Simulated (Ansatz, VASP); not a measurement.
# Two plane-wave programs on Sb2Se5

```xyz
7
Lattice="2.0955 1.2098 11.6578 -2.0955 1.2098 11.6578 0.0000 -2.4196 11.6578" Properties=species:S:1:pos:R:3 pbc="T T T"
Sb    0.0000    0.0000    2.5917
Sb    0.0000    0.0000   32.3819
Se    0.0000    0.0000    7.3861
Se    0.0000    0.0000   27.5874
Se    0.0000    0.0000   12.7569
Se    0.0000    0.0000   22.2166
Se    0.0000    0.0000   17.4868
```

Change from the starting cell: species swapped into the B5W2 type (R-3m, No. 166).

Alike in both runs: functional PBE; k mesh 3 × 3 × 3; occupations gaussian, width 0.15 eV; no spin polarisation.

Ansatz relaxed the structure, and its values are those at the end. VASP's run is a single point on that final structure, the one shown.

```csv
,VASP,Ansatz
version,VASP 6.6.1,Ansatz 0.2.0
potentials or method,"VASP PAW PBE potentials, release 64 (Sb, Se), cutoff 520 eV","scalar-relativistic, plane waves, PAW"
valence electrons in the cell,40,110
```

VASP gave:

- gap on the k mesh at the Fermi level (eV): none
- pressure (GPa): 0.0
- rms of the force components (eV/Å): 0.008

What did Ansatz give for the same quantities?

gap on the k mesh at the Fermi level (eV): none; pressure (GPa): 0.0; rms of the force components (eV/Å): 0.010.

A gap of «none» marks a metal or a gap that the smearing closes. VASP's potentials hold 40 valence electrons a cell and Ansatz's 110, so a difference there can come from the potentials and not from the codes.

The k mesh is coarse, so the values compare programs but aren't converged. Spin-orbit coupling is off throughout.
